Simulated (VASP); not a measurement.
Runs of VASP 6.6.1 on Al2O3. The structure is that of space group P-6m2 (No. 187), or close to it. The cells are those of the table. 

| cell | gap on the mesh (eV) | pressure (GPa) | largest force (eV/Å) |
| --- | --- | --- | --- |
| a = 2.896, b = 2.896, c = 7.077 Å, angles 90.0, 90.0, 120.0°, 5 atoms | 4.20 | -0.3 | 0.61 |
| a = 2.953, b = 2.953, c = 7.296 Å, angles 90.0, 90.0, 120.0°, 5 atoms | 3.75 | -11.2 | 0.61 |
| a = 2.781, b = 2.781, c = 7.953 Å, angles 90.0, 90.0, 120.0°, 5 atoms | 4.73 | 3.1 | 1.43 |
| a = 2.781, b = 2.781, c = 7.734 Å, angles 90.0, 90.0, 120.0°, 5 atoms | 5.21 | 6.5 | 1.25 |
| a = 2.896, b = 2.896, c = 7.515 Å, angles 90.0, 90.0, 120.0°, 5 atoms | 4.31 | -7.3 | 0.60 |
| a = 2.810, b = 2.810, c = 7.515 Å, angles 90.0, 90.0, 120.0°, 5 atoms | 5.13 | 5.4 | (b) |
| a = 2.953, b = 2.953, c = 6.859 Å, angles 90.0, 90.0, 120.0°, 5 atoms | 3.52 | (c) | (a) |
| a = 2.953, b = 2.953, c = 7.515 Å, angles 90.0, 90.0, 120.0°, 5 atoms | 3.81 | -13.8 | 0.94 |
| a = 2.896, b = 2.896, c = 7.734 Å, angles 90.0, 90.0, 120.0°, 5 atoms | 4.31 | -10.0 | 0.95 |
| a = 2.838, b = 2.838, c = 7.953 Å, angles 90.0, 90.0, 120.0°, 5 atoms | 4.45 | -5.3 | 0.92 |
| a = 2.953, b = 2.953, c = 6.640 Å, angles 90.0, 90.0, 120.0°, 5 atoms | 3.36 | 0.2 | 1.91 |
| a = 2.810, b = 2.810, c = 7.734 Å, angles 90.0, 90.0, 120.0°, 5 atoms | 5.04 | 1.8 | 0.98 |

Alike in all rows: task single point; level PBE+D3(BJ); potentials or basis VASP PAW PBE potentials, release 64 (Al, O); no spin polarisation; k mesh 9 × 9 × 4; cutoff (eV) 520; smearing gaussian 0.05 eV.

Q: Estimate the missing entries.

A: (a) 1.39; (b) 0.74; (c) -4.3.

Caveats: forces of over 1 eV/Å act on the atoms, so gaps and moduli don't describe the material at rest (some runs).

A k mesh can miss the band edges.
